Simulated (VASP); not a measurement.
Input of a VASP 6.6.1 run:

Contents of INCAR:

```
SYSTEM = LiF
PREC     = Accurate       ! precision mode
ENCUT    = 520            ! plane-wave cutoff, eV
EDIFF    = 1E-6           ! SCF threshold, eV
ISMEAR   = 0              ! smearing method
SIGMA    = 0.05           ! smearing width, eV
LREAL    = .False.        ! projectors in reciprocal space
LASPH    = .True.         ! aspherical terms in the spheres
NELM     = 100            ! most SCF steps
ALGO     = Normal         ! electronic algorithm
ISIF     = 2              ! what is computed and relaxed
LWAVE    = .False.        ! write WAVECAR
LCHARG   = .False.        ! write CHGCAR
GGA      = PE             ! functional
NBANDS   = 12             ! bands
```

File KPOINTS:

```
Automatic mesh
0
Gamma
  10 10 10
  0 0 0
```

File POSCAR:

```
LiF
1.0
    2.5595330000      0.0000000000      0.0000000000
    0.0000000000      2.4827470100      0.0000000000
    0.0000000000      0.0000000000      2.5595330000
Li F
1 1
Direct
    0.0000000000      0.0000000000      0.0000000000
    0.5000000000      0.5000000000      0.5000000000
```

Potentials or basis: VASP PAW PBE potentials, release 64 (Li_sv, F).

Command:

```sh
$ cat potpaw_PBE.64/Li_sv/POTCAR potpaw_PBE.64/F/POTCAR > POTCAR
$ mpirun -np 1 vasp_std > vasp.out
```

(1) Predict the band gap on the k mesh.

Answers

(1) 7.60 eV, indirect (least direct gap 8.22 eV).

Caveat: the cell differs from its parent crystal (strain -0.0300 x Voigt [0, 1, 0, 0, 0, 0]).
